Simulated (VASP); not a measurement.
Pb, 4 atoms in the cell. Symmetry: P6_3/mmc, No. 194, hexagonal system. The conventional cell has a = 3.524 Å, b = 3.524 Å, c = 11.495 Å, α = 90.00°, β = 90.00°, γ = 120.00°. Pb (site symmetry -6m2) has 12 Pb at 3.52 Å within 4.6 Å. Within 4.6 Å of Pb (site symmetry -3m) lie 12 Pb at 3.52 Å. 

* Program: VASP 6.6.1
* Task: relaxation of cell and atoms
* Functional: PBEsol
* Potentials or basis: VASP PAW PBE potentials, release 64 (Pb_d)
* Cutoff: 600 eV
* k mesh: 9 × 9 × 3
* Occupations: fermi-dirac, width 0.05 eV
* Spin: no spin polarisation
* Target pressure: 2 GPa
* Dipole correction: no
* Further INCAR settings: ALGO = Fast; EDIFF = 1e-06; IBRION = 2; EDIFFG = -0.01; NSW = 60; ISIF = 3

Potentials or basis: VASP PAW PBE potentials, release 64 (Pb_d).

Launch:

```sh
$ cat potpaw_PBE.64/Pb_d/POTCAR > POTCAR
$ mpirun -np 1 vasp_std > vasp.out
```

Hardware: 1 thread of Intel(R) Xeon(R) Platinum 8259CL CPU @ 2.50GHz (Skylake/Cascade Lake), on a shared host.

Problem. How long does it take, and how much memory?

Solution. Wall time 11 min on 1 thread of Intel(R) Xeon(R) Platinum 8259CL CPU @ 2.50GHz (Skylake/Cascade Lake) (shared host), peak memory 0.32 GiB. Counts: scf iterations 76, k points 24, ion steps 9.
